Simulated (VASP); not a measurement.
# YTl: single point with LDA

YTl:

```xyz
2
Lattice="0.0000 3.0527 3.0527 3.0527 0.0000 3.0527 3.0527 3.0527 0.0000" Properties=species:S:1:pos:R:3 pbc="T T T"
Y     0.0000    0.0000    0.0000
Tl    3.0527    3.0527    3.0527
```

```json
{"Program": "VASP 6.6.1", "Task": "single point", "Functional": "LDA", "Potentials or basis": "VASP PAW LDA potentials, release 64 (Y_sv, Tl_d)", "Cutoff": "520 eV", "k mesh": "5 × 5 × 5", "Occupations": "gaussian, width 0.05 eV", "Spin": "no spin polarisation"}
```

```yaml
Pressure: 0.1 GPa
Band_gap_on_the_k_mesh: zero (bands 12 and 13 overlap by 1.94 eV)
```

Levels at points of the mesh, in eV from the Fermi level:
```csv
k point,band 8,band 9,band 10,band 11,band 12,band 13,band 14,band 15,band 16,band 17
"(0.00, 0.00, 0.00)",-11.28,-11.28,-8.17,1.87,1.87,1.87,2.95,2.95,4.13,4.13
```

It took 8.9 s on 1 thread of Intel(R) Xeon(R) Platinum 8488C (Sapphire Rapids) (shared host), peak memory 0.17 GiB.

Caveat: spin-orbit coupling is left out, which moves the levels of the heavy elements.
